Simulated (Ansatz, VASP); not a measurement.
AlP in VASP and in Ansatz

File INCAR:

```
SYSTEM = AlP
ALGO = Normal
EDIFF = 1E-6
ENCUT = 500
GGA = PE
GGA_COMPAT = .False.
ISIF = 2
ISMEAR = 0
LASPH = .True.
LCHARG = .False.
LREAL = .False.
LWAVE = .False.
NBANDS = 11
NELM = 120
PREC = Accurate
SIGMA = 0.01
```

Contents of KPOINTS:

```
k-points
0
Gamma
  6 6 6
  0 0 0
```

POSCAR

```
AlP
1.0
    0.0000000000      2.8074025351      2.8074025351
    2.8074025351      0.0000000000      2.8074025351
    2.8074025351      2.8074025351      0.0000000000
Al P
1 1
Direct
    0.0000000000      0.0000000000      0.0000000000
    0.2500000000      0.2500000000      0.2500000000
```

Input for Ansatz:

```yaml
crystal:
  lattice:
    - [0.0, 2.8074025351, 2.8074025351]
    - [2.8074025351, 0.0, 2.8074025351]
    - [2.8074025351, 2.8074025351, 0.0]
  atoms:
    - { symbol: Al, position: [0.0, 0.0, 0.0] }
    - { symbol: P, position: [0.25, 0.25, 0.25] }
kpoints:
  mp_grid: { grid: [6, 6, 6] }
hamiltonian:
  xc: pbe
scf:
  occupations: { method: fixed }
  n_extra_bands: 4
output:
  forces: true
  stress: true
  eigenvalues: true
```

Alike in both runs: task single point; functional PBE; k mesh 6 × 6 × 6; no spin polarisation.

```csv
,VASP,Ansatz
version,VASP 6.6.1,Ansatz 0.2.0
potentials or method,"VASP PAW PBE potentials, release 64 (Al, P)","plane waves, PAW"
plane-wave cutoff (eV),500,420
occupations,"gaussian, width 0.01 eV",fixed
valence electrons in the cell,8,8
```

Ansatz gave:

| Item | Value |
| --- | --- |
| gap on the k mesh at the Fermi level (eV) | 1.73 |
| pressure (GPa) | -4.2 |

What did VASP give for the same quantities?

gap on the k mesh at the Fermi level (eV): 1.73; pressure (GPa): -4.3.
